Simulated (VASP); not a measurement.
Input of a VASP 6.6.1 run:

Contents of INCAR:

```
SYSTEM = C
PREC     = Accurate       ! precision mode
ENCUT    = 520            ! plane-wave cutoff, eV
EDIFF    = 1E-6           ! SCF threshold, eV
ISMEAR   = -1             ! smearing method
SIGMA    = 0.03           ! smearing width, eV
LREAL    = .False.        ! projectors in reciprocal space
LASPH    = .True.         ! aspherical terms in the spheres
NELM     = 80             ! most SCF steps
ALGO     = Normal         ! electronic algorithm
ISIF     = 2              ! what is computed and relaxed
LWAVE    = .False.        ! write WAVECAR
LCHARG   = .False.        ! write CHGCAR
GGA      = PS             ! functional
NBANDS   = 26             ! bands
```

KPOINTS

```
Automatic mesh
0
Gamma
  9 9 4
  0 0 0
```

The input POSCAR:

```
C
1.0
    2.5053830681      0.0000000000      0.0000000000
   -1.2526915340      2.1697253832      0.0000000000
    0.0000000000      0.0000000000      8.2644485576
C
8
Direct
    0.0000000000      0.0000000000      0.0007988578
    0.3333333333      0.6666666667      0.2492916855
    0.0000000000      0.0000000000      0.5007988578
    0.6666666667      0.3333333333      0.7492916855
    0.0000000000      0.0000000000      0.1867011422
    0.3333333333      0.6666666667      0.4382083145
    0.0000000000      0.0000000000      0.6867011422
    0.6666666667      0.3333333333      0.9382083145
```

Potentials or basis: VASP PAW PBE potentials, release 64 (C).

Run with:

```bash
$ cat potpaw_PBE.64/C/POTCAR > POTCAR
$ mpirun -np 1 vasp_std > vasp.out
```

Predict the band gap on the k mesh.

4.44 eV, indirect (least direct gap 5.27 eV).

What does it give for the largest force?

0.006 eV/Å.

What does it give for the pressure?

1.1 GPa.

Forces on the atoms (eV/Å):
```
C    0.000  0.000 -0.001
C    0.000  0.000  0.006
C    0.000  0.000 -0.001
C    0.000  0.000  0.006
C    0.000  0.000  0.001
C    0.000  0.000 -0.006
C    0.000  0.000  0.001
C    0.000  0.000 -0.006
```

Caveat: the PAW data sets were made with another functional, which shifts forces and pressure a little. As with any semilocal functional, this PBEsol gap is likely too small.
